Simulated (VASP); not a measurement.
F:

```xyz
4
Lattice="2.7500 -1.6400 0.0000 2.7500 1.6400 0.0000 -1.5347 0.0000 7.1164" Properties=species:S:1:pos:R:3 pbc="T T T"
F     4.1645   -0.6002    0.7095
F     0.5682   -0.6002    2.8487
F    -0.1992    0.6002    6.4069
F     3.3971    0.6002    4.2677
```

Base run:

```yaml
Program: VASP 6.6.1
Functional: PBE
Potentials_or_basis: VASP PAW PBE potentials, release 64 (F)
Cutoff: 520 eV
k_mesh: 6 × 6 × 2, shifted
Occupations: gaussian, width 0.02 eV
Spin: no spin polarisation
```

Its results: band gap on the k mesh 2.07 eV; pressure -4.0 GPa; largest force 1.665 eV/Å.

The run is repeated on the same cell with these changes: k mesh from 6 × 6 × 2, shifted to 6 × 6 × 4, shifted. What comes out?

Band gap on the k mesh 1.99 eV (least direct gap 2.01 eV); pressure -4.0 GPa; largest force 1.665 eV/Å.

Caveats: the cell stands under tension; a shifted mesh leaves out Γ, where band edges can lie; forces of over 1 eV/Å act on the atoms, so gaps and moduli don't describe the material at rest.

A k mesh can miss the band edges.
